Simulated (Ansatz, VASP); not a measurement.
Pd in VASP and in Ansatz

The input INCAR:

```
SYSTEM = Pd
PREC = Accurate
ENCUT = 500
EDIFF = 1E-7
ISMEAR = -1
SIGMA = 0.1
LREAL = .FALSE.
LASPH = .TRUE.
NELM = 120
ALGO = Normal
ISIF = 3
LWAVE = .FALSE.
LCHARG = .FALSE.
GGA = RE
IBRION = 2
NSW = 80
EDIFFG = -0.01
GGA_COMPAT = .FALSE.
NELMIN = 4
```

File KPOINTS:

```
Automatic mesh
0
G
  14 14 14
  0 0 0
```

POSCAR

```
Pd
1.0
    0.0000000000      1.9449000000      1.9449000000
    1.9449000000      0.0000000000      1.9449000000
    1.9449000000      1.9449000000      0.0000000000
Pd
1
Direct
    0.0000000000      0.0000000000      0.0000000000
```

Input for Ansatz:

```yaml
crystal:
  lattice:
    - [0.0, 1.9449, 1.9449]
    - [1.9449, 0.0, 1.9449]
    - [1.9449, 1.9449, 0.0]
  atoms:
    - { symbol: Pd, position: [0.0, 0.0, 0.0] }
hamiltonian:
  xc: revpbe
  pseudopotentials:
    kind: paw
    azcp:
      Pd: "pseudopotentials/Pd.paw.azcp"
basis:
  ecutwfc: 420
  fft_grid_basis: typed
kpoints:
  mp_grid: { grid: [14, 14, 14], shift: [0, 0, 0] }
magnetization:
  spin_polarized: false
scf:
  occupations: { method: fermi_dirac, width: 0.1 }
relax:
  max_steps: 60
  f_tol: 0.01
  cell: {}
```

Alike in both runs: task relaxation of cell and atoms; functional revPBE; k mesh 14 × 14 × 14; occupations fermi-dirac, width 0.1 eV; no spin polarisation.

|  | VASP | Ansatz |
| --- | --- | --- |
| version | VASP 6.6.1 | Ansatz 0.2.0 |
| potentials or method | VASP PAW PBE potentials, release 64 (Pd), cutoff 500 eV | plane waves (420 eV) with PAW, scalar-relativistic |
| valence electrons in the cell | 10 | 18 |

Ansatz gave:

| Quantity | Value |
| --- | --- |
| relaxed volume (Å³/atom) | 15.69 |
| relaxed cell length with the largest relative difference (Å) | 2.810 |

Question: Estimate VASP's values.

Answer: Relaxed volume (Å³/atom): 15.67; relaxed cell length with the largest relative difference (Å): 2.809.

VASP's potentials were made for PBE, not for revPBE. VASP's potentials hold 10 valence electrons a cell and Ansatz's 18, so a difference there can come from the potentials and not from the codes.
